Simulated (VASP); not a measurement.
Al3BP4, 16 atoms in the cell. Symmetry: Pmn2_1, No. 31, orthorhombic system. The conventional cell has a = 7.431 Å, b = 6.433 Å, c = 6.119 Å, α = 90.00°, β = 90.00°, γ = 90.00°. Within 3.1 Å of Al (site symmetry m) lie 4 P at 2.38 to 2.43 Å. Al (site symmetry 1) has 4 P at 2.35 to 2.39 Å within 3.1 Å. B (site symmetry m) has 4 P at 2.00 to 2.02 Å within 2.7 Å. P (site symmetry m) has 1 B at 2.02 Å and 3 Al at 2.35 to 2.38 Å within 2.7 Å. P (site symmetry 1) has 1 B at 2.02 Å and 3 Al at 2.38 to 2.43 Å within 2.7 Å. Within 2.7 Å of P (site symmetry m) lie 1 B at 2.00 Å and 3 Al at 2.37 to 2.40 Å. 

```yaml
Program: VASP 6.6.1
Task: relaxation of cell and atoms
Functional: PBE
Potentials_or_basis: VASP PAW PBE potentials, release 64 (Al, B, P)
Cutoff: 600 eV
k_mesh: 4 × 4 × 6
Occupations: gaussian, width 0.01 eV
Spin: no spin polarisation
Dipole_correction: no
Further_INCAR_settings: LREAL = Auto; ALGO = Normal; EDIFF = 1e-07; IBRION = 2; EDIFFG = -0.001; NSW = 80; ISIF = 3
```

Potentials or basis: VASP PAW PBE potentials, release 64 (Al, B, P).

Command:

```sh
$ cat potpaw_PBE.64/Al/POTCAR potpaw_PBE.64/B/POTCAR potpaw_PBE.64/P/POTCAR > POTCAR
$ mpirun -np 1 vasp_std > vasp.out
```

Hardware: 1 thread of Oxide Virtual Turin-like Processor, on a shared host.

Problem. How long does it take, and how much memory?

Solution. It took 73 min on 1 thread of Oxide Virtual Turin-like Processor, on a shared host, peak memory 0.56 GiB. Counts: scf iterations 68, k points 36, ion steps 13.
